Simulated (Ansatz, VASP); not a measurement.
**One calculation of PbSe, two programs**

```
CELL_PARAMETERS angstrom
0.00000 3.14845 2.89658
3.14845 0.00000 2.89658
3.14845 3.14845 0.00000
ATOMIC_POSITIONS crystal
Pb 0.00000 0.00000 0.00000
Se 0.50000 0.50000 0.50000
```

Alike in both runs: task single point; functional LDA; k mesh 10 × 10 × 10; occupations gaussian, width 0.03 eV; no spin polarisation.

|  | VASP | Ansatz |
| --- | --- | --- |
| version | VASP 6.6.1 | Ansatz 0.2.0 |
| potentials or method | VASP PAW LDA potentials, release 64 (Pb_d, Se), cutoff 520 eV | scalar-relativistic, plane waves, PAW |
| valence electrons in the cell | 20 | 30 |

```csv
,VASP,Ansatz,Ansatz less VASP
gap on the k mesh at the Fermi level (eV),0.05,0.02,-0.021
least direct gap on the mesh (eV),0.05,0.02,-0.021
pressure (GPa),-1.0,-1.1,-0.09
"traceless stress, the component that is largest in VASP (GPa)",7.52,7.45,-0.066
```

LDA's correlation is that of Perdew and Zunger in VASP and of Perdew and Wang (1992) in Ansatz. VASP's potentials hold 20 valence electrons a cell and Ansatz's 30, so a difference there can come from the potentials and not from the codes.

Spin-orbit coupling is off throughout.
